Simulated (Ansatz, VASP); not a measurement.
**One calculation of LiTaO2, two programs**

```
Li Ta O
1.0
     3.61937   -4.45029    0.00000
     3.61937    4.45029    0.00000
     0.00000    0.00000    3.04854
Li Ta O
1 1 2
Cartesian
  0.0000 0.0000 0.0000
  3.6194 0.0000 0.0000
  5.4680 0.0000 0.0000
  1.7707 0.0000 0.0000
```

Alike in both runs: functional PBE; k mesh 10 × 10 × 16; occupations gaussian, width 0.1 eV; no spin polarisation.

Ansatz relaxed the structure, and its values are those at the end. VASP's run is a single point on that final structure, the one shown.

|  | VASP | Ansatz |
| --- | --- | --- |
| version | VASP 6.6.1 | Ansatz 0.2.0 |
| potentials or method | VASP PAW PBE potentials, release 64 (Li_sv, Ta_sv_GW, O), cutoff 750 eV | scalar-relativistic, plane waves, PAW |
| valence electrons in the cell | 28 | 28 |

```tsv
	VASP	Ansatz	Ansatz less VASP
gap on the k mesh at the Fermi level (eV)	none	none	-
pressure (GPa)	0.1	0.0	-0.10
rms of the force components (eV/Å)	0.022	0.000	-0.0216
```

A gap of «none» marks a metal or a gap that the smearing closes.

Spin-orbit coupling is off throughout.
